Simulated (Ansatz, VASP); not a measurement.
**One calculation of HgTe, two programs**

```
Hg Te
1.0
     0.00000    3.22350    3.07844
     3.22350    0.00000    3.07844
     3.22350    3.22350    0.00000
Hg Te
1 1
Direct
  0.00000 0.00000 0.00000
  0.75000 0.75000 0.75000
```

Change from the starting cell: strain -0.0450 x Voigt [0, 0, 1, 0, 0, 0], atoms carried along.

Alike in both runs: task single point; functional r2SCAN; k mesh 14 × 14 × 14; occupations gaussian, width 0.15 eV; no spin polarisation.

|  | VASP | Ansatz |
| --- | --- | --- |
| version | VASP 6.6.1 | Ansatz 0.2.0 |
| potentials or method | VASP PAW PBE potentials, release 64 (Hg, Te), cutoff 520 eV | scalar-relativistic, plane waves, PAW |
| valence electrons in the cell | 18 | 36 |

Ansatz gave:

```
gap on the k mesh at the Fermi level (eV)                     : none
pressure (GPa)                                                : 5.4
traceless stress, the component that is largest in VASP (GPa) : 0.30
```

Problem. Estimate VASP's values.

Solution. gap on the k mesh at the Fermi level (eV): none; pressure (GPa): 5.5; traceless stress, the component that is largest in VASP (GPa): 0.30.

VASP's potentials were made for PBE, not for r2SCAN. A gap of «none» marks a metal or a gap that the smearing closes. The functional is the same, so the differences come from potentials, cutoffs and numerics. VASP's potentials hold 18 valence electrons a cell and Ansatz's 36, so a difference there can come from the potentials and not from the codes.

Neither program's run includes spin-orbit coupling.
